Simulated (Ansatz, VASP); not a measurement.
## Two plane-wave programs on Au

```xyz
1
Lattice="-1.6523 1.6523 1.6523 1.6523 -1.6523 1.6523 1.6523 1.6523 -1.6523" Properties=species:S:1:pos:R:3 pbc="T T T"
Au    0.0000    0.0000    0.0000
```

Alike in both runs: task single point; functional PBE; k mesh 8 × 8 × 8; occupations gaussian, width 0.05 eV; no spin polarisation.

|  | VASP | Ansatz |
| --- | --- | --- |
| version | VASP 6.6.1 | Ansatz 0.2.0 |
| potentials or method | VASP PAW PBE potentials, release 64 (Au), cutoff 500 eV | scalar-relativistic, plane waves, PAW |
| valence electrons in the cell | 11 | 19 |

```tsv
	VASP	Ansatz	Ansatz less VASP
gap on the k mesh at the Fermi level (eV)	none	none	-
pressure (GPa)	-0.3	-0.2	+0.18
```

A gap of «none» marks a metal or a gap that the smearing closes. The functional is the same, so the differences come from potentials, cutoffs and numerics. VASP's potentials hold 11 valence electrons a cell and Ansatz's 19, so a difference there can come from the potentials and not from the codes.

Neither program's run includes spin-orbit coupling.
